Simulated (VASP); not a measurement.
Write the native input for VASP 6.6.1 that does the following.

```
Task                   : single point
Functional             : PBE
Potentials or basis    : VASP PAW PBE potentials, release 64 (Sb, Bi_d, Te, S)
Cutoff                 : 520 eV
k mesh                 : 6 × 6 × 2
Occupations            : gaussian, width 0.1 eV
Spin                   : no spin polarisation
Dipole correction      : no
Further INCAR settings : ALGO = Normal; EDIFF = 1e-06; NBANDS = 27
```

The structure of BiSbTe2S lies in POSCAR:

```
BiSbTe2S
1.0
    4.6779535000      0.0000000000      0.0000000000
   -2.3389767500      4.0512265700      0.0000000000
    0.0000000000      0.0000000000      8.6252819400
Sb Bi Te S
1 1 2 1
Direct
    0.3333333300      0.6666666700      0.5000000000
    0.3333333300      0.6666666700      0.0000000000
    0.6666666700      0.3333333300      0.5000000000
    0.0000000000      0.0000000000      0.0000000000
    0.6666666700      0.3333333300      0.0000000000
```

The cell was generated, and may not be a known phase.

One way to write it, as run:

INCAR

```
SYSTEM = BiSbTe2S
ALGO     = Normal         ! electronic algorithm
EDIFF    = 1E-6           ! SCF threshold, eV
ENCUT    = 520            ! plane-wave cutoff, eV
GGA      = PE             ! functional
ISIF     = 2              ! what is computed and relaxed
ISMEAR   = 0              ! smearing method
LASPH    = .True.         ! aspherical terms in the spheres
LCHARG   = .False.        ! write CHGCAR
LREAL    = .False.        ! projectors in reciprocal space
LWAVE    = .False.        ! write WAVECAR
NBANDS   = 27             ! bands
NELM     = 60             ! most SCF steps
PREC     = Accurate       ! precision mode
SIGMA    = 0.1            ! smearing width, eV
```

KPOINTS

```
k-points
0
Gamma
  6 6 2
  0 0 0
```

Potentials or basis: VASP PAW PBE potentials, release 64 (Sb, Bi_d, Te, S).

The run is started by

```sh
$ cat potpaw_PBE.64/Sb/POTCAR potpaw_PBE.64/Bi_d/POTCAR potpaw_PBE.64/Te/POTCAR potpaw_PBE.64/S/POTCAR > POTCAR
$ mpirun -np 1 vasp_std > vasp.out
```

It gave:

- Pressure: 18.5 GPa
- Band gap on the k mesh: zero (bands 19 and 20 overlap by 0.47 eV)

Caveat: the k points lie up to 0.36 Å⁻¹ apart; spin-orbit coupling is left out, which moves the levels of the heavy elements; this functional lacks dispersion, which binds layers or chains, so the pressure and a relaxed spacing across them are unreliable.

It took 27 s on 1 thread of Intel(R) Xeon(R) 6975P-C (Granite Rapids), with other jobs on the host, peak memory 0.31 GiB.
